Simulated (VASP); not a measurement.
Input of a VASP 6.6.1 run:

Contents of INCAR:

```
SYSTEM = V
  PREC = Accurate
  ENCUT = 520
  EDIFF = 1E-7
  ISMEAR = -1
  SIGMA = 0.1
  LREAL = .FALSE.
  LASPH = .TRUE.
  NELM = 100
  ALGO = Normal
  ISIF = 2
  LWAVE = .FALSE.
  LCHARG = .FALSE.
  GGA = B5
  ALDAX = 1.0
  AGGAX = 1.0
  AGGAC = 1.0
  ALDAC = 0.0
  NBANDS = 12
```

The input KPOINTS:

```
Automatic mesh
0
G
  14 14 14
  0 0 0
```

The input POSCAR:

```
V
1.0
    2.4764549283      0.0000000000      0.0000000000
    0.0000000000      2.4764549283      0.0000000000
    0.0000000000      0.0000000000      2.4764549283
V
1
Direct
    0.0000000000      0.0000000000      0.0000000000
```

Potentials or basis: VASP PAW PBE potentials, release 64 (V_sv).

Run with:

```sh
$ cat potpaw_PBE.64/V_sv/POTCAR > POTCAR
$ mpirun -np 1 vasp_std > vasp.out
```

Task: What does it give for the pressure?

Result: 0.8 GPa.

Caveat: the PAW data sets were made with another functional, which shifts forces and pressure a little.
